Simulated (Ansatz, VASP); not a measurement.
# Two plane-wave programs on Rb3N

Contents of INCAR:

```
SYSTEM = Rb3N
PREC     = Accurate       ! precision mode
ENCUT    = 520            ! plane-wave cutoff, eV
EDIFF    = 1E-7           ! SCF threshold, eV
ISMEAR   = 0              ! smearing method
SIGMA    = 0.1            ! smearing width, eV
LREAL    = .False.        ! projectors in reciprocal space
LASPH    = .True.         ! aspherical terms in the spheres
NELM     = 150            ! most SCF steps
ALGO     = Normal         ! electronic algorithm
ISIF     = 2              ! what is computed and relaxed
LWAVE    = .False.        ! write WAVECAR
LCHARG   = .True.         ! write CHGCAR
ISPIN    = 2              ! spin polarisation
MAGMOM   = 0 0 0 1        ! initial moments
LORBIT   = 11             ! projections on sites
GGA      = PE             ! functional
LELF     = .True.         ! ELF
LVHAR    = .True.       
NBANDS   = 28             ! bands
```

File KPOINTS:

```
regular mesh
0
Gamma
  6 6 2
  0 0 0
```

The input POSCAR:

```
Rb3N
1.0
    4.0362812200      0.0000000000      0.0000000000
   -2.0181406100      3.4955220700      0.0000000000
    0.0000000000      0.0000000000     13.0966787600
Rb N
3 1
Direct
    0.3333333300      0.6666666700      0.7536804100
    0.0000000000      0.0000000000      0.0000000000
    0.3333333300      0.6666666700      0.2463195900
    0.0000000000      0.0000000000      0.5000000000
```

Input for Ansatz:

```yaml
crystal:
  lattice:
    - [4.03628122, 0.0, 0.0]
    - [-2.01814061, 3.49552207, 0.0]
    - [0.0, 0.0, 13.09667876]
  atoms:
    - { symbol: Rb, position: [0.33333333, 0.66666667, 0.75368041] }
    - { symbol: Rb, position: [0.0, 0.0, 0.0] }
    - { symbol: Rb, position: [0.33333333, 0.66666667, 0.24631959] }
    - { symbol: "N", position: [0.0, 0.0, 0.5], spin: 1.0 }
basis:
  ecutwfc: 420
kpoints:
  mp_grid: { grid: [6, 6, 2] }
hamiltonian:
  xc: pbe
scf:
  occupations: { method: gaussian, width: 0.1 }
  lower_state_search: "off"
output:
  forces: true
  stress: true
  eigenvalues: true
  populations: true
magnetization:
  spin_polarized: true
```

Change from the starting cell: species swapped into the MgSc3 type (P-6m2, No. 187).

Alike in both runs: task single point; functional PBE; k mesh 6 × 6 × 2; occupations gaussian, width 0.1 eV; collinear spin.

|  | VASP | Ansatz |
| --- | --- | --- |
| version | VASP 6.6.1 | Ansatz 0.2.0 |
| potentials or method | VASP PAW PBE potentials, release 64 (Rb_sv, N), cutoff 520 eV | scalar-relativistic, plane waves, PAW |
| valence electrons in the cell | 32 | 32 |

|  | VASP | Ansatz | Ansatz less VASP |
| --- | --- | --- | --- |
| gap on the k mesh at the Fermi level (eV) | none | none | - |
| pressure (GPa) | 2.9 | 2.8 | -0.13 |
| traceless stress, the component that is largest in VASP (GPa) | -2.47 | -2.60 | -0.137 |
| rms of the force components (eV/Å) | 0.509 | 0.499 | -0.0101 |
| net moment per atom (μB) | 0.57 | 0.38 | -0.189 |
| size of the moment on the site where the two differ most (μB) | 1.48 | 2.27 | +0.793 |

The net moments are unlike, so the other rows may belong to different states. Site moments also hang on the region over which each program counts them. Atom by atom the forces differ by 0.010 eV/Å (rms over components). A gap of «none» marks a metal or a gap that the smearing closes.
